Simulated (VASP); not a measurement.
# WBrF4 (F-43m) in VASP: a series of runs

The runs below take WBrF4 through relaxation of cell and atoms, with PBE.

Everything below comes from runs of VASP 6.6.1. Logs are shortened: lines on timing, memory, paths and dates and some standing lists are left out, and cuts for length are marked.

**1. The cell of the first run**

Symmetry: F-43m, No. 216, cubic system. Conventional cell: a = 7.167 Å, b = 7.167 Å, c = 7.167 Å, α = 90.00°, β = 90.00°, γ = 90.00°. W (site symmetry -43m) has 12 F at 2.97 Å and 4 Br at 3.10 Å within 3.9 Å. Br (site symmetry -43m) has 12 F at 2.97 Å and 4 W at 3.10 Å within 3.9 Å. F (site symmetry 3m) has 6 F at 2.53 Å and 3 Br at 2.97 Å and 3 W at 2.97 Å within 3.3 Å.

The cell was generated, and may not be a known phase.

**2. Relaxation of cell and atoms, PBE, collinear spin**

Contents of INCAR:

```
PREC = Accurate ; ENCUT = 600
EDIFF = 1E-6 ; ISMEAR = 0
SIGMA = 0.1 ; LREAL = F
LASPH = T ; NELM = 150
ALGO = Normal ; ISIF = 3
LWAVE = F ; LCHARG = F
ISPIN = 2 ; MAGMOM = 1.16 -0.11 -0.06 -0.06 -0.06 -0.06
LORBIT = 11 ; LMAXMIX = 4
GGA = PE ; IBRION = 2
NSW = 90 ; EDIFFG = -0.04
```

Contents of KPOINTS:

```
Automatic mesh
0
Gamma
  4 4 4
```

Contents of POSCAR:

```
WBrF4
1.0
    0.0000000000      3.5834175600      3.5834175600
    3.5834175600      0.0000000000      3.5834175600
    3.5834175600      3.5834175600      0.0000000000
W Br F
1 1 4
Direct
    0.0000000000      0.0000000000      0.0000000000
    0.7500000000      0.7500000000      0.7500000000
    0.3750000000      0.3750000000      0.8750000000
    0.3750000000      0.8750000000      0.3750000000
    0.8750000000      0.3750000000      0.3750000000
    0.3750000000      0.3750000000      0.3750000000
```

Potentials or basis: VASP PAW PBE potentials, release 64 (W_sv, Br, F).

On the command line:

```
cat potpaw_PBE.64/W_sv/POTCAR potpaw_PBE.64/Br/POTCAR potpaw_PBE.64/F/POTCAR > POTCAR
mpirun -np 1 vasp_std > vasp.out
```

OUTCAR:

```text
PREC = Accurate
   ENCUT = 600
   EDIFF = 1E-6
   ISMEAR = 0
   LREAL = F
   LASPH = T
   NELM = 150
   ISIF = 3
   ISPIN = 2
   LORBIT = 11
   GGA = PE
   IBRION = 2
   NSW = 90
   EDIFFG = -0.04

 ion  position               nearest neighbor table
   1  0.000  0.000  0.000-   2 3.10   2 3.10   2 3.10   2 3.10
   2  0.750  0.750  0.750-   1 3.10   1 3.10   1 3.10   1 3.10
   3  0.375  0.375  0.875-
   4  0.375  0.875  0.375-
   5  0.875  0.375  0.375-
   6  0.375  0.375  0.375-

  LATTYP: Found a face centered cubic cell.
 ALAT       =     7.1668351200

  Lattice vectors:

 A1 = (   0.0000000000,   3.5834175600,   3.5834175600)
 A2 = (   3.5834175600,   0.0000000000,   3.5834175600)
 A3 = (   3.5834175600,   3.5834175600,   0.0000000000)

Analysis of symmetry for initial positions (statically):
=====================================================================
 Subroutine PRICEL returns:
 Original cell was already a primitive cell.

 Routine SETGRP: Setting up the symmetry group for a
 face centered cubic supercell.

 Subroutine GETGRP returns: Found 24 space group operations
 (whereof 24 operations were pure point group operations)
 out of a pool of 48 trial point group operations.

The static configuration has the point symmetry T_d .

Analysis of symmetry for dynamics (positions and initial velocities):
=====================================================================
 Subroutine PRICEL returns:
 Original cell was already a primitive cell.

 Routine SETGRP: Setting up the symmetry group for a
 face centered cubic supercell.

 Subroutine GETGRP returns: Found 24 space group operations
 (whereof 24 operations were pure point group operations)
 out of a pool of 48 trial point group operations.

The dynamic configuration has the point symmetry T_d .

Analysis of structural, dynamic, and magnetic symmetry:
=====================================================================
 Subroutine PRICEL returns:
 Original cell was already a primitive cell.

 Routine SETGRP: Setting up the symmetry group for a
 face centered cubic supercell.

 Subroutine GETGRP returns: Found 24 space group operations
 (whereof 24 operations were pure point group operations)
 out of a pool of 48 trial point group operations.

The overall configuration has the point symmetry T_d .

 Subroutine INISYM returns: Found 24 space group operations
 (whereof 24 operations are pure point group operations),
 and found     1 'primitive' translations

----------------------------------------------------------------------------------------

                                     Primitive cell

  volume of cell :      92.0285

  direct lattice vectors                    reciprocal lattice vectors
     0.000000000  3.583417560  3.583417560    -0.139531604  0.139531604  0.139531604
     3.583417560  0.000000000  3.583417560     0.139531604 -0.139531604  0.139531604
     3.583417560  3.583417560  0.000000000     0.139531604  0.139531604 -0.139531604

  length of vectors
     5.067717713  5.067717713  5.067717713     0.241675827  0.241675827  0.241675827

  position of ions in fractional coordinates (direct lattice)
     0.000000000  0.000000000  0.000000000
     0.750000000  0.750000000  0.750000000
     0.375000000  0.375000000  0.875000000
     0.375000000  0.875000000  0.375000000
     0.875000000  0.375000000  0.375000000
     0.375000000  0.375000000  0.375000000

  ion indices of the primitive-cell ions
   primitive index   ion index
                 1           1
                 2           2
                 3           3
                 4           4
                 5           5
                 6           6

----------------------------------------------------------------------------------------

 KPOINTS: Automatic mesh

Automatic generation of k-mesh.
 Grid dimensions read from file:
 generate k-points for:    4    4    4

 Generating k-lattice:

  Cartesian coordinates                     Fractional coordinates (reciprocal lattice)
    -0.034882901  0.034882901  0.034882901     0.250000000  0.000000000  0.000000000
     0.034882901 -0.034882901  0.034882901     0.000000000  0.250000000  0.000000000
     0.034882901  0.034882901 -0.034882901     0.000000000  0.000000000  0.250000000

  Length of vectors
     0.060418957  0.060418957  0.060418957

  Shift w.r.t. Gamma in fractional coordinates (k-lattice)
     0.000000000  0.000000000  0.000000000

 Subroutine IBZKPT returns following result:
 ===========================================

 Found      8 irreducible k-points:

 Following reciprocal coordinates:
            Coordinates               Weight
  0.000000  0.000000  0.000000      1.000000
  0.250000  0.000000  0.000000      8.000000
  0.500000  0.000000  0.000000      4.000000
  0.250000  0.250000  0.000000      6.000000
  0.500000  0.250000  0.000000     24.000000
 -0.250000  0.250000  0.000000     12.000000
  0.500000  0.500000  0.000000      3.000000
 -0.250000  0.500000  0.250000      6.000000
   k-points           NKPTS =      8   k-points in BZ     NKDIM =      8   number of bands    NBANDS=     29
   number of dos      NEDOS =    301   number of ions     NIONS =      6
   total plane-waves  NPLWV =  64000
   dimension x,y,z NGX =    40 NGY =   40 NGZ =   40
   dimension x,y,z NGXF=    80 NGYF=   80 NGZF=   80
   ions per type =               1   1   4
   NGX,Y,Z   is equivalent  to a cutoff of  13.12, 13.12, 13.12 a.u.
   NGXF,Y,Z  is equivalent  to a cutoff of  26.24, 26.24, 26.24 a.u.
 SYSTEM =  unknown system
   PREC   = accura    normal or accurate (medium, high low for compatibility)
   ISTART =      0    job   : 0-new  1-cont  2-samecut
   ICHARG =      2    charge: 1-file 2-atom 10-const
   ISPIN  =      2    spin polarized calculation?
   LNONCOLLINEAR =      F non collinear calculations
   LSORBIT =      F    spin-orbit coupling
   LASPH  =      T    aspherical Exc in radial PAW
   ENCUT  =  600.0 eV  44.10 Ry    6.64 a.u.  10.12 10.12 10.12*2*pi/ulx,y,z
   NELM   =    150;   NELMIN=  2; NELMDL= -5     # of ELM steps
   EDIFF  = 0.1E-05   stopping-criterion for ELM
   LREAL  =      F    real-space projection
   EDIFFG = -.4E-01   stopping-criterion for IOM
   NSW    =     90    number of steps for IOM
   IBRION =      2    ionic relax: 0-MD 1-quasi-New 2-CG
   NFREE  =      1    steps in history (QN), initial steepest desc. (CG)
   ISIF   =      3    stress and relaxation
   ISYM   =      2    0-nonsym 1-usesym 2-fastsym
   POTIM  = 0.5000    time-step for ionic-motion
   TEBEG  =    0.0;   TEEND  =   0.0 temperature during run
   PSTRESS=    0.0 pullay stress
   NELECT =      49.0000    total number of electrons
   NUPDOWN=      -1.0000    fix difference up-down
   EMIN   =  10.00;   EMAX   =-10.00  energy-range for DOS
   EFERMI =   0.00;   METHOD = LEGACY
   ISMEAR =     0;   SIGMA  =   0.10  broadening in eV -4-tet -1-fermi 0-gaus
   EFERMI_NEDOS =   21; number of points for ismear=-14 and -15
   IALGO  =     38    algorithm
   IMIX   =      4    mixing-type and parameters
     AMIX     =   0.40;   BMIX     =  1.00
     AMIX_MAG =   1.60;   BMIX_MAG =  1.00
  volume/ion in A,a.u.               =      15.34       103.51
  Fermi-wavevector in a.u.,A,eV,Ry     =   1.326883  2.507446 23.954685  1.760620
  Thomas-Fermi vector in A             =   2.456237
   LORBIT       =     11    0 simple, 1 ext, 2 COOP (PROOUT), +10 PAW based schemes
   GGA     = PE    functional components
   LHFCALC =     F    Hartree Fock is set to
   AEXX    =    0.0000 exact exchange contribution
   IVDW    =     0    specifies the selected vdW correction
   LEPSILON=     F    determine dielectric tensor
   LRPA    =     F    only Hartree local field effects (RPA)
 conjugate gradient relaxation of ions
 spin polarized calculation
 Gauss-broadening in eV      SIGMA  =   0.10
  energy-cutoff  :      600.00
  volume of cell :       92.03
 maximum number of plane-waves:      3119
   NGX = 21   NGY = 21   NGZ = 21

--------------------------------------- Ionic step        1  -------------------------------------------

 number of electron      48.9999972 magnetization       2.2172694

 Free energy of the ion-electron system (eV)
  ---------------------------------------------------
  ext. energy  EPLUGINS =         0.00000000
  ---------------------------------------------------
  free energy    TOTEN  =       -20.56912152 eV

  energy without entropy =      -20.49599190  energy(sigma->0) =      -20.53255671

 E-fermi :   1.1114     XC(G=0): -10.1367

 val. band max:        1.1076378802   @ k =   0.5000   0.0000   0.0000
 cond. band min:       1.1203597413   @ k =   0.2500   0.2500   0.0000
 fundamental gap:      0.0127218611
 Fermi energy:         1.1114244726

 spin component 1

 k-point     1 :       0.0000    0.0000    0.0000
  band No.  band energies     occupation
      1     -75.1667      1.00000
      2     -39.2924      1.00000
      3     -39.2924      1.00000
      4     -39.2924      1.00000
      5     -19.8354      1.00000
      6     -18.8913      1.00000
[... 223 lines left out ...]
      6     -19.3540      1.00000
[... 21 lines left out ...]
     28       1.1545      0.27112
     29       1.6967      0.00000
 Fermi energy:         1.1114244726

 spin component 2

 k-point     1 :       0.0000    0.0000    0.0000
  band No.  band energies     occupation
      1     -74.1327      1.00000
      2     -37.9059      1.00000
      3     -37.9059      1.00000
      4     -37.9059      1.00000
      5     -19.7743      1.00000
      6     -18.8278      1.00000
[... 507 lines left out ...]
 POSITION                                       TOTAL-FORCE (eV/Angst)
 -----------------------------------------------------------------------------------
      0.00000      0.00000      0.00000        -0.000000     -0.000000     -0.000000
      4.81781      4.81781      4.81781        -0.000000     -0.000000     -0.000000
      4.02207      4.02207      2.40168         0.007291      0.007291     -0.007291
      4.02207      2.40168      4.02207         0.007291     -0.007291      0.007291
      2.40168      4.02207      4.02207        -0.007291      0.007291      0.007291
      2.40168      2.40168      2.40168        -0.007291     -0.007291     -0.007291
 -----------------------------------------------------------------------------------
    total drift:                                0.000000      0.000000      0.000000

  FREE ENERGIE OF THE ION-ELECTRON SYSTEM (eV)
  ---------------------------------------------------
  free  energy   TOTEN  =       -22.7963327073 eV

  energy  without entropy=      -22.7838761931  energy(sigma->0) =      -22.79010445

--------------------------------------- Ionic step        8  -------------------------------------------

 number of electron      48.9999999 magnetization       0.9983009

 Free energy of the ion-electron system (eV)
  ---------------------------------------------------
  ext. energy  EPLUGINS =         0.00000000
  ---------------------------------------------------
  free energy    TOTEN  =       -22.79683269 eV

  energy without entropy =      -22.78442777  energy(sigma->0) =      -22.79063023

 E-fermi :   5.3336     XC(G=0): -11.9615

 val. band max:        5.2113125758   @ k =  -0.2500   0.2500   0.0000
 cond. band min:       5.3608559720   @ k =  -0.2500   0.5000   0.2500
 fundamental gap:      0.1495433962
 Fermi energy:         5.3336184288

 spin component 1

 k-point     1 :       0.0000    0.0000    0.0000
  band No.  band energies     occupation
      1     -71.4688      1.00000
      2     -35.5094      1.00000
      3     -35.5094      1.00000
      4     -35.5094      1.00000
      5     -17.8698      1.00000
      6     -15.7031      1.00000
[... 223 lines left out ...]
      6     -16.7147      1.00000
[... 21 lines left out ...]
     28       5.5587      0.00073
     29       6.4139      0.00000
 Fermi energy:         5.3336184288

 spin component 2

 k-point     1 :       0.0000    0.0000    0.0000
  band No.  band energies     occupation
      1     -70.8731      1.00000
      2     -34.7132      1.00000
      3     -34.7132      1.00000
      4     -34.7132      1.00000
      5     -17.9544      1.00000
      6     -15.8048      1.00000
[... 267 lines left out ...]
 POSITION                                       TOTAL-FORCE (eV/Angst)
 -----------------------------------------------------------------------------------
      3.20533      0.00000      3.20533         0.000000     -0.000000      0.000000
      4.80799      4.80799      4.80799         0.000000     -0.000000      0.000000
      4.01420      4.01420      2.39645        -0.002432     -0.002432      0.002432
      4.01420      2.39645      4.01420        -0.002432      0.002432     -0.002432
      2.39645      4.01420      4.01420         0.002432     -0.002432     -0.002432
      2.39645      2.39645      2.39645         0.002432      0.002432      0.002432
 -----------------------------------------------------------------------------------
    total drift:                                0.000000      0.000000      0.000000

  FREE ENERGIE OF THE ION-ELECTRON SYSTEM (eV)
  ---------------------------------------------------
  free  energy   TOTEN  =       -22.7968326896 eV

  energy  without entropy=      -22.7844277699  energy(sigma->0) =      -22.79063023

 reached required accuracy - stopping structural energy minimisation

 total charge

# of ion       s       p       d       tot
------------------------------------------
    1        2.205   6.095   2.835  11.135
    2        1.650   2.993   0.078   4.721
    3        1.756   4.261   0.000   6.017
    4        1.756   4.261   0.000   6.017
    5        1.756   4.261   0.000   6.017
    6        1.756   4.261   0.000   6.017
--------------------------------------------------
tot         10.880  26.131   2.914  39.925

 magnetization (x)

# of ion       s       p       d       tot
------------------------------------------
    1        0.020   0.009   1.137   1.166
    2        0.002  -0.114   0.006  -0.105
    3        0.002  -0.056   0.000  -0.054
    4        0.002  -0.056   0.000  -0.054
    5        0.002  -0.056   0.000  -0.054
    6        0.002  -0.056   0.000  -0.054
--------------------------------------------------
tot          0.030  -0.328   1.143   0.845
```

Wall time 17 min (1 thread of Intel Xeon 8259CL, shared host); peak memory 0.33 GiB.

What came out:

```yaml
Free_energy: -22.7968 eV
Relaxed_volume: 10.98 Å³/atom
Relaxed_cell: a = 4.533 Å, b = 4.533 Å, c = 4.533 Å, α = 60.00°, β = 60.00°, γ = 60.00°
Space_group_after_relaxing_to_0.1_Å: F-43m (No. 216)
Energy_gained_by_relaxing: 371.3 meV/atom
Ionic_steps: 8
Pressure_after_relaxing: 0.2 GPa
Band_gap_on_the_k_mesh: zero (filled and empty bands overlap)
Net_moment: 1.00 μB per cell
Site_moments: W +1.17; Br -0.10; F -0.05 μB
Valence_electrons_inside_the_program's_atomic_spheres: W 11.13; Br 4.72; F 6.02
```

Step by step:
```
step  energy change (eV)  largest force (eV/Å)  pressure (GPa)  volume (Å³)
   1              0.0000                0.3303          -17.98        92.03
   2             -2.0908                0.0014           -8.10        70.95
   3             -2.2207                0.1136           -1.92        66.95
   4             -2.2261                0.1493            0.22        65.88
   5             -2.2255                0.1334           -0.74        66.35
   6             -2.2271                0.0542           -0.57        66.25
   7             -2.2272                0.0126           -0.61        66.27
   8             -2.2277                0.0042            0.22        65.86
```

Final structure:
```yaml
crystal:
  lattice:
    - [0.00000, 3.20533, 3.20533]
    - [3.20533, 0.00000, 3.20533]
    - [3.20533, 3.20533, 0.00000]
  atoms:
    - { symbol: W, position: [0.00000, 0.00000, 0.00000] }
    - { symbol: Br, position: [0.75000, 0.75000, 0.75000] }
    - { symbol: F, position: [0.37382, 0.37382, 0.87853] }
    - { symbol: F, position: [0.37382, 0.87853, 0.37382] }
    - { symbol: F, position: [0.87853, 0.37382, 0.37382] }
    - { symbol: F, position: [0.37382, 0.37382, 0.37382] }
```

Levels at points of the mesh, in eV from the Fermi level:
Spin up:
| k point | band 22 | band 23 | band 24 | band 25 | band 26 | band 27 | band 28 | band 29 |
| --- | --- | --- | --- | --- | --- | --- | --- | --- |
| (0.00, 0.00, 0.00) | -0.16 | -0.16 | -0.16 | 0.46 | 0.46 | 0.96 | 0.96 | 0.96 |
| (0.50, 0.00, 0.00) | -1.52 | -0.59 | -0.54 | -0.54 | 0.07 | 0.07 | 1.23 | 1.23 |
| (0.50, 0.50, 0.00) | -2.13 | -0.51 | -0.51 | -0.36 | -0.23 | 0.43 | 1.00 | 1.00 |
Spin down:
```tsv
k point	band 22	band 23	band 24	band 25	band 26	band 27
(0.00, 0.00, 0.00)	-0.28	-0.28	-0.28	1.41	1.41	1.58
(0.50, 0.00, 0.00)	-1.61	-0.53	-0.53	0.16	0.90	0.90
(0.50, 0.50, 0.00)	-1.95	-0.62	-0.62	0.40	0.59	1.31
```

Caveat: the k points lie up to 0.42 Å⁻¹ apart in the final cell, too coarse for converged energies and pressures of a metal; the volume moved by over 15 % at a fixed basis, so the end points are rough; spin-orbit coupling is left out, which moves the levels of the heavy elements.

(Continued in part 2 of 2.)

The gap in the log of VASP goes by the Fermi energy; the results here count the filled bands.